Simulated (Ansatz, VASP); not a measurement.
One calculation of MgO, two programs

INCAR

```
  PREC = Accurate
  ENCUT = 840
  EDIFF = 1E-6
  ISMEAR = 0
  SIGMA = 0.05
  LREAL = False
  LASPH = True
  NELM = 120
  ALGO = Normal
  ISIF = 2
  LWAVE = False
  LCHARG = False
  NBANDS = 15
  GGA_COMPAT = False
```

Contents of KPOINTS:

```
regular mesh
0
Gamma
  9 9 8
```

The input POSCAR:

```
MgO
1.0
    2.9380209034      0.0000000000      0.0000000000
   -1.4690104517      2.6970647835      0.0000000000
    0.0000000000      0.0000000000      2.6796800000
Mg O
1 1
Direct
    0.0000000000      0.0000000000      0.0000000000
    0.3333333333      0.6666666667      0.5000000000
```

Input for Ansatz:

```yaml
crystal:
  lattice:
    - [2.9380209034, 0.0, 0.0]
    - [-1.4690104517, 2.6970647835, 0.0]
    - [0.0, 0.0, 2.67968]
  atoms:
    - { symbol: Mg, position: [0.0, 0.0, 0.0] }
    - { symbol: O, position: [0.3333333333, 0.6666666667, 0.5] }
basis:
  ecutwfc: 420
kpoints:
  mp_grid: { grid: [9, 9, 8] }
hamiltonian:
  xc: lda
scf:
  occupations: { method: gaussian, width: 0.05 }
output:
  forces: true
  stress: true
  eigenvalues: true
```

Change from the starting cell: strain +0.0600 x Voigt [0, 1, 0, 0, 0, 0], atoms carried along.

Alike in both runs: task single point; functional LDA; k mesh 9 × 9 × 8; occupations gaussian, width 0.05 eV; no spin polarisation.

|  | VASP | Ansatz |
| --- | --- | --- |
| version | VASP 6.6.1 | Ansatz 0.2.0 |
| potentials or method | VASP PAW LDA potentials, release 64 (Mg_sv, O), cutoff 840 eV | scalar-relativistic, plane waves, PAW |
| valence electrons in the cell | 16 | 16 |

Ansatz gave:

```
gap on the k mesh at the Fermi level (eV)                     : 2.33
least direct gap on the mesh (eV)                             : 2.67
pressure (GPa)                                                : -14.6
traceless stress, the component that is largest in VASP (GPa) : -9.88
rms of the force components (eV/Å)                            : 0.068
```

**Question.** Estimate VASP's values.

**Answer.** gap on the k mesh at the Fermi level (eV): 2.34; least direct gap on the mesh (eV): 2.68; pressure (GPa): -14.4; traceless stress, the component that is largest in VASP (GPa): -9.96; rms of the force components (eV/Å): 0.063.

LDA's correlation is that of Perdew and Zunger in VASP and of Perdew and Wang (1992) in Ansatz. Atom by atom the forces differ by 0.004 eV/Å (rms over components).
